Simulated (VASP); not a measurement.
Here is a VASP 6.6.1 calculation.

File INCAR:

```
SYSTEM = BP
PREC = Accurate
ENCUT = 500
EDIFF = 1E-6
ISMEAR = 0
SIGMA = 0.01
LREAL = .False.
LASPH = .True.
NELM = 120
ALGO = Normal
ISIF = 2
LWAVE = .False.
LCHARG = .False.
GGA = PE
NBANDS = 11
GGA_COMPAT = .False.
```

Contents of KPOINTS:

```
regular mesh
0
Gamma
  4 4 4
  0 0 0
```

Contents of POSCAR:

```
BP
1.0
    0.0000000000      2.2988586873      2.2988586873
    2.2988586873      0.0000000000      2.2988586873
    2.2988586873      2.2988586873      0.0000000000
B P
1 1
Direct
    0.0000000000      0.0000000000      0.0000000000
    0.2500000000      0.2500000000      0.2500000000
```

Potentials or basis: VASP PAW PBE potentials, release 64 (B, P).

The run is started by

```sh
$ cat potpaw_PBE.64/B/POTCAR potpaw_PBE.64/P/POTCAR > POTCAR
$ mpirun -np 1 vasp_std > vasp.out
```

Task: What does it give for the band gap on the k mesh?

Result: 1.39 eV, indirect (least direct gap 3.33 eV).

Task: Predict the pressure.

Result: -4.1 GPa.

Caveat: the k points lie up to 0.59 Å⁻¹ apart. A k mesh can miss the band edges.
